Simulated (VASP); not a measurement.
LiF:

```
Li F
1.0
     3.06094    0.00000    0.00000
    -1.53047    2.65085    0.00000
     0.00000    0.00000    4.80732
Li F
2 2
Direct
  0.33333 0.66667 0.38115
  0.66667 0.33333 0.88115
  0.33333 0.66667 0.99384
  0.66667 0.33333 0.49384
```

* Program: VASP 6.6.1
* Task: relaxation of cell and atoms
* Functional: PBE
* Potentials or basis: VASP PAW PBE potentials, release 64 (Li_sv, F)
* Cutoff: 600 eV
* k mesh: 9 × 9 × 6
* Occupations: gaussian, width 0.02 eV
* Spin: no spin polarisation

At the start: pressure 3.2 GPa; volume 9.75 Å³/atom.

**Question.** Where does the relaxation end?

**Answer.** Over 3 steps the energy falls by 5.3 meV/atom and the volume is 10.31 Å³/atom (+5.8 %); space group P6_3mc (No. 186, to 0.05 Å).

The path:
```
step  energy change (eV)  largest force (eV/Å)  pressure (GPa)  volume (Å³)
   1              0.0000                0.0021            3.22        39.01
   2             -0.0163                0.0002            1.47        40.12
   3             -0.0213                0.0013           -0.04        41.25
```

Final structure:
```
Li F
1.0
     3.12126    0.00000    0.00000
    -1.56063    2.70309    0.00000
     0.00000    0.00000    4.88931
Li F
2 2
Direct
  0.33333 0.66667 0.38111
  0.66667 0.33333 0.88111
  0.33333 0.66667 0.99389
  0.66667 0.33333 0.49389
```

Caveat: the cutoff is under 1.25 times the usual one of these potentials, so pressure, stress and relaxed cells hold a basis-set (Pulay) error.
